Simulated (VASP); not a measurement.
# Li2Hg (P-6m2) in VASP: a series of runs

Runs on Li2Hg. Level: PBE. Tasks: single point, relaxation of cell and atoms.

All numbers are computed with VASP 6.6.1; they aren't measurements. Logs are shortened: lines on timing, memory, paths and dates and some standing lists are left out, and cuts for length are marked.

## 1. The cell of the first run

Symmetry: P-6m2, No. 187, hexagonal system. Conventional cell: a = 3.262 Å, b = 3.262 Å, c = 13.610 Å, α = 90.00°, β = 90.00°, γ = 120.00°. Li (site symmetry 3m) has 3 Hg at 2.87 Å and 9 Li at 3.09 to 3.26 Å within 3.8 Å. Within 3.8 Å of Li (site symmetry -6m2) lie 6 Hg at 2.89 Å and 6 Li at 3.26 Å. Within 4.1 Å of Li (site symmetry -6m2) lie 12 Li at 3.09 to 3.26 Å. Hg (site symmetry 3m) has 6 Li at 2.87 to 2.89 Å and 6 Hg at 3.26 Å within 3.8 Å.

## 2. Single point, PBE

File INCAR:

```
SYSTEM = Li2Hg
  PREC = Accurate
  ENCUT = 520
  EDIFF = 1E-6
  ISMEAR = 0
  SIGMA = 0.1
  LREAL = .False.
  LASPH = .True.
  NELM = 100
  ALGO = Normal
  ISIF = 2
  LWAVE = .False.
  LCHARG = .False.
  GGA = PE
  NBANDS = 27
```

File KPOINTS:

```
regular mesh
0
Gamma
  15 15 4
  0 0 0
```

File POSCAR:

```
Li2Hg
1.0
    3.2615090266      0.0000000030      0.0000000000
   -1.6307545159      2.8245496702      0.0000000000
    0.0000000000      0.0000000000     13.6096700828
Li Hg
4 2
Direct
    0.3333333333      0.6666666667      0.8204056658
    0.3333333333      0.6666666667      0.1795943342
    0.3333333333      0.6666666667      0.5000000000
    0.6666666667      0.3333333333      0.0000000000
    0.6666666667      0.3333333333      0.3387372871
    0.6666666667      0.3333333333      0.6612627129
```

Potentials or basis: VASP PAW PBE potentials, release 64 (Li_sv, Hg).

On the command line:

```console
cat potpaw_PBE.64/Li_sv/POTCAR potpaw_PBE.64/Hg/POTCAR > POTCAR
mpirun -np 1 vasp_std > vasp.out
```

OUTCAR:

```text
SYSTEM = Li2Hg
   PREC = Accurate
   ENCUT = 520
   EDIFF = 1E-6
   ISMEAR = 0
   LREAL = .False.
   LASPH = .True.
   NELM = 100
   ISIF = 2
   GGA = PE

 ion  position               nearest neighbor table
   1  0.333  0.667  0.820-   6 2.87   6 2.87   6 2.87
   2  0.333  0.667  0.180-   5 2.87   5 2.87   5 2.87
   3  0.333  0.667  0.500-   5 2.89   6 2.89   5 2.89   6 2.89   5 2.89   6 2.89
   4  0.667  0.333  0.000-
   5  0.667  0.333  0.339-   2 2.87   2 2.87   2 2.87   3 2.89   3 2.89   3 2.89
   6  0.667  0.333  0.661-   1 2.87   1 2.87   1 2.87   3 2.89   3 2.89   3 2.89

  LATTYP: Found a hexagonal cell.
 ALAT       =     3.2615090266
 C/A-ratio  =     4.1728138637

  Lattice vectors:

 A1 = (   3.2615090266,   0.0000000030,   0.0000000000)
 A2 = (  -1.6307545159,   2.8245496702,   0.0000000000)
 A3 = (   0.0000000000,   0.0000000000,  13.6096700828)

Analysis of symmetry for initial positions (statically):
=====================================================================
 Subroutine PRICEL returns:
 Original cell was already a primitive cell.

 Routine SETGRP: Setting up the symmetry group for a
 hexagonal supercell.

 Subroutine GETGRP returns: Found 12 space group operations
 (whereof 12 operations were pure point group operations)
 out of a pool of 24 trial point group operations.

The static configuration has the point symmetry D_3h.

Analysis of symmetry for dynamics (positions and initial velocities):
=====================================================================
 Subroutine PRICEL returns:
 Original cell was already a primitive cell.

 Routine SETGRP: Setting up the symmetry group for a
 hexagonal supercell.

 Subroutine GETGRP returns: Found 12 space group operations
 (whereof 12 operations were pure point group operations)
 out of a pool of 24 trial point group operations.

The dynamic configuration has the point symmetry D_3h.

 Subroutine INISYM returns: Found 12 space group operations
 (whereof 12 operations are pure point group operations),
 and found     1 'primitive' translations

----------------------------------------------------------------------------------------

                                     Primitive cell

  volume of cell :     125.3763

  direct lattice vectors                    reciprocal lattice vectors
     3.261509027  0.000000003  0.000000000     0.306606541  0.177019369  0.000000000
    -1.630754516  2.824549670  0.000000000    -0.000000000  0.354038738  0.000000000
     0.000000000  0.000000000 13.609670083     0.000000000  0.000000000  0.073477167

  length of vectors
     3.261509027  3.261509027 13.609670083     0.354038738  0.354038738  0.073477167

  position of ions in fractional coordinates (direct lattice)
     0.333333333  0.666666667  0.820405666
     0.333333333  0.666666667  0.179594334
     0.333333333  0.666666667  0.500000000
     0.666666667  0.333333333  0.000000000
     0.666666667  0.333333333  0.338737287
     0.666666667  0.333333333  0.661262713

  ion indices of the primitive-cell ions
   primitive index   ion index
                 1           1
                 2           2
                 3           3
                 4           4
                 5           5
                 6           6

----------------------------------------------------------------------------------------

 KPOINTS: regular mesh

Automatic generation of k-mesh.
 Grid dimensions read from file:
 generate k-points for:   15   15    4

 Generating k-lattice:

  Cartesian coordinates                     Fractional coordinates (reciprocal lattice)
     0.020440436  0.011801291  0.000000000     0.066666667  0.000000000  0.000000000
    -0.000000000  0.023602583  0.000000000     0.000000000  0.066666667  0.000000000
     0.000000000  0.000000000  0.018369292     0.000000000  0.000000000  0.250000000

  Length of vectors
     0.023602583  0.023602583  0.018369292

  Shift w.r.t. Gamma in fractional coordinates (k-lattice)
     0.000000000  0.000000000  0.000000000

 Subroutine IBZKPT returns following result:
 ===========================================

 Found     81 irreducible k-points:

 Following reciprocal coordinates:
            Coordinates               Weight
  0.000000  0.000000  0.000000      1.000000
  0.066667  0.000000  0.000000      6.000000
  0.133333  0.000000  0.000000      6.000000
  0.200000  0.000000  0.000000      6.000000
  0.266667  0.000000  0.000000      6.000000
  0.333333  0.000000  0.000000      6.000000
[... 16 lines left out ...]
  0.333333  0.200000  0.000000     12.000000
  0.400000  0.200000  0.000000      6.000000
 [... further k-points ...]
   k-points           NKPTS =     81   k-points in BZ     NKDIM =     81   number of bands    NBANDS=     27
   number of dos      NEDOS =    301   number of ions     NIONS =      6
   total plane-waves  NPLWV =  62208
   dimension x,y,z NGX =    24 NGY =   24 NGZ =  108
   dimension x,y,z NGXF=    48 NGYF=   48 NGZF=  216
[... 69 lines left out ...]
  band No.  band energies     occupation
      1     -45.0971      2.00000
      2     -45.0066      2.00000
      3     -45.0062      2.00000
      4     -44.9906      2.00000
      5      -6.5837      2.00000
      6      -6.5576      2.00000
[... 19 lines left out ...]
     26      12.6654      0.00000
     27      12.6682      0.00000

 k-point     2 :       0.0667    0.0000    0.0000
  band No.  band energies     occupation
      1     -45.0968      2.00000
      2     -45.0064      2.00000
      3     -45.0060      2.00000
      4     -44.9903      2.00000
      5      -6.4977      2.00000
      6      -6.4763      2.00000
[... 19 lines left out ...]
     26      12.0741      0.00000
     27      12.0776      0.00000

 k-point     3 :       0.1333    0.0000    0.0000
  band No.  band energies     occupation
      1     -45.0961      2.00000
      2     -45.0057      2.00000
      3     -45.0054      2.00000
      4     -44.9897      2.00000
      5      -6.2776      2.00000
      6      -6.2688      2.00000
[... 19 lines left out ...]
     26      10.7643      0.00000
     27      10.8294      0.00000

 k-point     4 :       0.2000    0.0000    0.0000
  band No.  band energies     occupation
      1     -45.0951      2.00000
      2     -45.0047      2.00000
      3     -45.0044      2.00000
      4     -44.9886      2.00000
      5      -6.0957      2.00000
      6      -6.0941      2.00000
[... 19 lines left out ...]
     26       9.6534      0.00000
     27       9.9912      0.00000

 k-point     5 :       0.2667    0.0000    0.0000
  band No.  band energies     occupation
      1     -45.0939      2.00000
      2     -45.0035      2.00000
      3     -45.0033      2.00000
      4     -44.9874      2.00000
      5      -6.1056      2.00000
      6      -6.1040      2.00000
[... 19 lines left out ...]
     26       9.1049      0.00000
     27       9.2462      0.00000

 k-point     6 :       0.3333    0.0000    0.0000
  band No.  band energies     occupation
      1     -45.0927      2.00000
      2     -45.0024      2.00000
      3     -45.0023      2.00000
      4     -44.9863      2.00000
      5      -6.1875      2.00000
      6      -6.1856      2.00000
[... 444 lines left out ...]
      1     -45.0924      2.00000
      2     -45.0021      2.00000
      3     -45.0020      2.00000
      4     -44.9860      2.00000
      5      -5.8226      2.00000
      6      -5.8199      2.00000
[... 19 lines left out ...]
     26       6.9868      0.00000
     27       7.9617      0.00000

 k-point    22 :       0.2667    0.2000    0.0000
  band No.  band energies     occupation
      1     -45.0916      2.00000
      2     -45.0013      2.00000
      3     -45.0013      2.00000
      4     -44.9852      2.00000
      5      -5.8554      2.00000
      6      -5.8521      2.00000
[... 19 lines left out ...]
     26       6.4543      0.00000
     27       7.3637      0.00000

 k-point    23 :       0.3333    0.2000    0.0000
  band No.  band energies     occupation
      1     -45.0911      2.00000
      2     -45.0008      2.00000
      3     -45.0007      2.00000
      4     -44.9846      2.00000
      5      -5.8963      2.00000
      6      -5.8934      2.00000
[... 19 lines left out ...]
     26       6.2462      0.00000
     27       6.8275      0.00000

 k-point    24 :       0.4000    0.2000    0.0000
  band No.  band energies     occupation
      1     -45.0909      2.00000
      2     -45.0006      2.00000
      3     -45.0005      2.00000
      4     -44.9844      2.00000
      5      -5.9121      2.00000
      6      -5.9094      2.00000
[... 19 lines left out ...]
     26       6.2598      0.00000
     27       6.8688      0.00000

 [... further k-points ...]

------------------------ aborting loop because EDIFF is reached ----------------------------------------

  FORCE on cell =-STRESS in cart. coord.  units (eV):
  Direction    XX          YY          ZZ          XY          YZ          ZX
  --------------------------------------------------------------------------------------
  -------------------------------------------------------------------------------------
  Total        0.0089574      0.0089574     -0.0476759     -0.0000000     -0.0000000      0.0000000
  in kB        0.1144660      0.1144660     -0.6092480     -0.0000000     -0.0000000      0.0000000
  external PRESSURE =      -0.1267720 kB  Pullay stress =       0.0000000 kB

 VOLUME and BASIS-vectors are now :
 -----------------------------------------------------------------------------
  energy-cutoff  :      520.00
  volume of cell :      125.38
      direct lattice vectors                 reciprocal lattice vectors
     3.261509027  0.000000003  0.000000000     0.306606541  0.177019369  0.000000000
    -1.630754516  2.824549670  0.000000000    -0.000000000  0.354038738  0.000000000
     0.000000000  0.000000000 13.609670083     0.000000000  0.000000000  0.073477167

 POSITION                                       TOTAL-FORCE (eV/Angst)
 -----------------------------------------------------------------------------------
     -0.00000      1.88303     11.16545        -0.000000      0.000000      0.000046
     -0.00000      1.88303      2.44422         0.000000      0.000000     -0.000046
     -0.00000      1.88303      6.80484        -0.000000     -0.000000      0.000000
      1.63075      0.94152      0.00000         0.000000      0.000000      0.000000
      1.63075      0.94152      4.61010        -0.000000      0.000000     -0.000102
      1.63075      0.94152      8.99957        -0.000000      0.000000      0.000102
 -----------------------------------------------------------------------------------
    total drift:                                0.000000     -0.000000      0.000000

  FREE ENERGIE OF THE ION-ELECTRON SYSTEM (eV)
  ---------------------------------------------------
  free  energy   TOTEN  =        -8.9998491744 eV

  energy  without entropy=       -8.9866969216  energy(sigma->0) =       -8.99327305
```

Wall time 4.2 min (1 thread of Intel Xeon Platinum 8259CL at 2.50GHz (Skylake/Cascade Lake), shared host); peak memory 0.38 GiB.

What came out:

```
Free energy            : -8.9998 eV
Band gap on the k mesh : zero (bands 18 and 19 overlap by 3.05 eV)
```

Caveat: the cutoff is under 1.25 times the usual one of these potentials, so pressure, stress and relaxed cells hold a basis-set (Pulay) error; spin-orbit coupling is left out, which moves the levels of the heavy elements.

## 3. Relaxation of cell and atoms, PBE

This run uses another cell than the first one, of 22.79 Å³/atom.

File INCAR:

```
SYSTEM = Li2Hg
PREC = Accurate ; ENCUT = 600
EDIFF = 1E-7 ; ISMEAR = 0
SIGMA = 0.1 ; LREAL = .False.
LASPH = .True. ; NELM = 100
ALGO = Normal ; ISIF = 3
LWAVE = .False. ; LCHARG = .False.
GGA = PE ; IBRION = 2
NSW = 100 ; EDIFFG = -0.01
```

KPOINTS is that of step 2.

File POSCAR:

```
Li2Hg
1.0
    3.1823787900      0.0000000000      0.0000000000
   -1.5911894000      2.7560208800      0.0000000000
    0.0000000000      0.0000000000     15.5904737000
Li Hg
4 2
Direct
    0.3333333300      0.6666666700      0.8333333300
    0.3333333300      0.6666666700      0.1666666700
    0.3333333300      0.6666666700      0.5000000000
    0.6666666700      0.3333333300      0.0000000000
    0.6666666700      0.3333333300      0.3333333300
    0.6666666700      0.3333333300      0.6666666700
```

Potentials or basis: VASP PAW PBE potentials, release 64 (Li_sv, Hg).

On the command line:

```console
cat potpaw_PBE.64/Li_sv/POTCAR potpaw_PBE.64/Hg/POTCAR > POTCAR
mpirun -np 1 vasp_std > vasp.out
```

It took 2.3 h on 1 thread of Intel Xeon Platinum 8259CL at 2.50GHz (Skylake/Cascade Lake), shared host; peak memory 0.51 GiB.

Results (log left out):

| Property | Result |
| --- | --- |
| Free energy | -9.0058 eV |
| Relaxed volume | 20.87 Å³/atom |
| Relaxed cell | a = 3.262 Å, b = 3.262 Å, c = 13.589 Å, α = 90.00°, β = 90.00°, γ = 120.00° |
| Space group after relaxing (to 0.1 Å) | P-6m2 (No. 187) |
| Energy gained by relaxing | 45.8 meV/atom |
| Ionic steps | 19 |
| Pressure after relaxing | 0.0 GPa |
| Largest force after relaxing | 0.007 eV/Å |
| Band gap on the k mesh | zero (bands 18 and 19 overlap by 3.05 eV) |

Forces in eV/Å, atoms in the order of the input:
```
Li   0.000  0.000  0.005
Li   0.000  0.000 -0.005
Li   0.000  0.000  0.000
Li   0.000  0.000  0.000
Hg   0.000  0.000  0.007
Hg   0.000  0.000 -0.007
```

The path:
| step | energy change (eV) | largest force (eV/Å) | pressure (GPa) | volume (Å³) |
| --- | --- | --- | --- | --- |
| 1 | 0.0000 | 0.2299 | -1.51 | 136.74 |
| 2 | -0.0831 | 0.2337 | -1.09 | 132.51 |
| 3 | -0.1985 | 0.1903 | 0.18 | 123.47 |
| 4 | -0.0059 | 0.1476 | 5.26 | 105.91 |
| 5 | -0.2093 | 0.1646 | 0.79 | 120.30 |
| 6 | -0.2101 | 0.1531 | 0.99 | 119.40 |
| 7 | -0.2423 | 0.1297 | 0.54 | 121.29 |
| 8 | -0.2640 | 0.0743 | -0.19 | 125.00 |
| 9 | -0.2648 | 0.0844 | -0.07 | 124.36 |
| 10 | -0.2648 | 0.0829 | -0.09 | 124.46 |
| 11 | -0.2667 | 0.0661 | -0.02 | 124.19 |
| 12 | -0.2694 | 0.0475 | 0.22 | 123.38 |
| 13 | -0.2711 | 0.0437 | 0.14 | 123.87 |
| 14 | -0.2738 | 0.0330 | -0.06 | 125.29 |
| 15 | -0.2740 | 0.0292 | -0.13 | 125.79 |
| 16 | -0.2746 | 0.0201 | -0.05 | 125.43 |
| 17 | -0.2747 | 0.0138 | 0.01 | 125.19 |
| 18 | -0.2747 | 0.0133 | 0.01 | 125.17 |
| 19 | -0.2748 | 0.0072 | 0.00 | 125.23 |

Final structure:
```cif
data_structure
_symmetry_space_group_name_H-M 'P 1'
_symmetry_Int_Tables_number 1
_cell_length_a 3.2621
_cell_length_b 3.2621
_cell_length_c 13.5889
_cell_angle_alpha 90.000
_cell_angle_beta 90.000
_cell_angle_gamma 120.000
_cell_volume 125.23
loop_
_atom_site_label
_atom_site_type_symbol
_atom_site_fract_x
_atom_site_fract_y
_atom_site_fract_z
_atom_site_occupancy
Li1 Li 0.33333 0.66667 0.82053 1
Li2 Li 0.33333 0.66667 0.17947 1
Li3 Li 0.33333 0.66667 0.50000 1
Li4 Li 0.66667 0.33333 0.00000 1
Hg1 Hg 0.66667 0.33333 0.33842 1
Hg2 Hg 0.66667 0.33333 0.66158 1
```

Levels at points of the mesh, in eV from the Fermi level:
| k point | band 14 | band 15 | band 16 | band 17 | band 18 | band 19 | band 20 | band 21 | band 22 |
| --- | --- | --- | --- | --- | --- | --- | --- | --- | --- |
| (0.00, 0.00, 0.00) | -6.77 | -6.76 | -6.76 | -3.25 | -1.91 | -1.90 | 0.33 | 3.72 | 7.36 |
| (0.00, 0.00, 0.50) | -6.77 | -6.76 | -6.76 | -2.99 | -2.77 | -0.66 | -0.49 | 4.78 | 5.27 |

Caveat: the cutoff is under 1.25 times the usual one of these potentials, so pressure, stress and relaxed cells hold a basis-set (Pulay) error; spin-orbit coupling is left out, which moves the levels of the heavy elements.

## 4. Relaxation of cell and atoms, PBE

File INCAR:

```
ALGO = Normal ; EDIFF = 1E-7
EDIFFG = -0.01 ; ENCUT = 600
GGA = PE ; IBRION = 2
ISIF = 3 ; ISMEAR = 0
LASPH = True ; LCHARG = False
LREAL = False ; LWAVE = False
NELM = 100 ; NSW = 100
PREC = Accurate ; SIGMA = 0.1
```

File KPOINTS:

```
k-points
0
Gamma
  15 15 4
```

File POSCAR:

```
Li2Hg
1.0
    3.2615090266      0.0000000030      0.0000000000
   -1.6307545159      2.8245496702      0.0000000000
    0.0000000000      0.0000000000     13.6096700828
Li Hg
4 2
Direct
    0.3333333333      0.6666666667      0.8204056658
    0.3333333333      0.6666666667      0.1795943342
    0.3333333333      0.6666666667      0.5000000000
    0.6666666667      0.3333333333      0.0000000000
    0.6666666667      0.3333333333      0.3387372871
    0.6666666667      0.3333333333      0.6612627129
```

On the command line:

```console
cat potpaw_PBE.64/Li_sv/POTCAR potpaw_PBE.64/Hg/POTCAR > POTCAR
mpirun -np 1 vasp_std > vasp.out
```

Run time: 1.9 min. Hardware: 1 thread of Intel Xeon 6975P-C (Granite Rapids), shared host; peak memory 0.42 GiB.

Results (log left out):

```yaml
Free_energy: -8.9985 eV
Pressure_after_relaxing: 0.0 GPa
Band_gap_on_the_k_mesh: zero (bands 18 and 19 overlap by 3.05 eV)
```

Stress tensor (GPa, compression positive):
```
 0.01  0.00  0.00
 0.00  0.01  0.00
 0.00  0.00 -0.07
```

Final structure:
```
CELL_PARAMETERS angstrom
3.26151 0.00000 0.00000
-1.63075 2.82455 0.00000
0.00000 0.00000 13.60967
ATOMIC_POSITIONS crystal
Li 0.33333 0.66667 0.82041
Li 0.33333 0.66667 0.17959
Li 0.33333 0.66667 0.50000
Li 0.66667 0.33333 0.00000
Hg 0.66667 0.33333 0.33874
Hg 0.66667 0.33333 0.66126
```

Levels at points of the mesh, in eV from the Fermi level:
```
           k point  band 14  band 15  band 16  band 17  band 18  band 19  band 20  band 21  band 22
(0.00, 0.00, 0.00)    -6.77    -6.76    -6.76    -3.25    -1.91    -1.91     0.32     3.70     7.34
(0.00, 0.00, 0.50)    -6.77    -6.76    -6.76    -2.99    -2.77    -0.67    -0.50     4.75     5.25
```

Caveat: the cutoff is under 1.25 times the usual one of these potentials, so pressure, stress and relaxed cells hold a basis-set (Pulay) error; the relaxation stopped at its first step, so nothing moved; spin-orbit coupling is left out, which moves the levels of the heavy elements.

## 5. The runs side by side

| task | cell | cutoff (eV) | gap on the mesh (eV) | pressure (GPa) |
| --- | --- | --- | --- | --- |
| single point | a = 3.262, b = 3.262, c = 13.610 Å, angles 90.0, 90.0, 120.0°, 6 atoms, atomic positions A | 520 | none | - |
| relaxation of cell and atoms | relaxed from a = 3.182, b = 3.182, c = 15.590 Å, angles 90.0, 90.0, 120.0°, 6 atoms, atomic positions B | 600 | none | 0.0 |
| relaxation of cell and atoms | relaxed from a = 3.262, b = 3.262, c = 13.610 Å, angles 90.0, 90.0, 120.0°, 6 atoms, atomic positions A | 600 | none | 0.0 |

Alike in all rows: level PBE; potentials or basis VASP PAW PBE potentials, release 64 (Li_sv, Hg); no spin polarisation; k mesh 15 × 15 × 4; smearing gaussian 0.1 eV.

Caveats: the cutoff is under 1.25 times the usual one of these potentials, so pressure, stress and relaxed cells hold a basis-set (Pulay) error; spin-orbit coupling is left out, which moves the levels of the heavy elements; the relaxation stopped at its first step, so nothing moved (at least some runs).

Total energies depend on the potentials used, so only differences within one code and one set of settings carry meaning.
